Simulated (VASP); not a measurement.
Wanted: the native input for a VASP 6.6.1 run.

```yaml
Task: relaxation of cell and atoms
Functional: PBE
Potentials_or_basis: VASP PAW PBE potentials, release 64 (Fe)
Cutoff: 600 eV
k_mesh: 22 × 22 × 22
Occupations: fermi-dirac, width 0.1 eV
Spin: collinear spin, ferromagnetic start
Starting_moments: "[2.5] μB"
Dipole_correction: no
Further_INCAR_settings: ALGO = Normal; EDIFF = 1e-07; IBRION = 2; EDIFFG = -0.005; NSW = 60; ISIF = 3
```

The structure of Fe lies in POSCAR:

```
Fe
1.0
   -1.4163059443      1.4163059443      1.4163059443
    1.4163059443     -1.4163059443      1.4163059443
    1.4163059443      1.4163059443     -1.4163059443
Fe
1
Direct
    0.0000000000      0.0000000000      0.0000000000
```

The input as run:

INCAR

```
SYSTEM = Fe
PREC     = Accurate       ! precision mode
ENCUT    = 600            ! plane-wave cutoff, eV
EDIFF    = 1E-7           ! SCF threshold, eV
ISMEAR   = -1             ! smearing method
SIGMA    = 0.1            ! smearing width, eV
LREAL    = .False.        ! projectors in reciprocal space
LASPH    = .True.         ! aspherical terms in the spheres
NELM     = 150            ! most SCF steps
ALGO     = Normal         ! electronic algorithm
ISIF     = 3              ! what is computed and relaxed
LWAVE    = .False.        ! write WAVECAR
LCHARG   = .False.        ! write CHGCAR
ISPIN    = 2              ! spin polarisation
MAGMOM   = 2.5            ! initial moments
LORBIT   = 11             ! projections on sites
LMAXMIX  = 4              ! l up to which the mixer works
GGA      = PE             ! functional
IBRION   = 2              ! ionic algorithm
NSW      = 60             ! ionic steps
EDIFFG   = -0.005         ! ionic threshold
```

KPOINTS

```
regular mesh
0
Gamma
  22 22 22
  0 0 0
```

Potentials or basis: VASP PAW PBE potentials, release 64 (Fe).

Launch:

```sh
$ cat potpaw_PBE.64/Fe/POTCAR > POTCAR
$ mpirun -np 1 vasp_std > vasp.out
```

It gave:

```json
{"Relaxed volume": "11.35 Å³/atom", "Relaxed cell": "a = 2.452 Å, b = 2.452 Å, c = 2.452 Å, α = 109.47°, β = 109.47°, γ = 109.47°", "Space group after relaxing (to 0.05 Å)": "Im-3m (No. 229)", "Energy gained by relaxing": "0.0 meV/atom", "Ionic steps": "3", "Pressure after relaxing": "0.0 GPa", "Net moment": "2.18 μB per cell", "Site moments": "Fe +2.18 μB", "Valence electrons inside the program's atomic spheres": "Fe 7.27"}
```

Run time: 2.4 min on 1 thread of Oxide Virtual Turin-like Processor (shared host), peak memory 0.16 GiB.
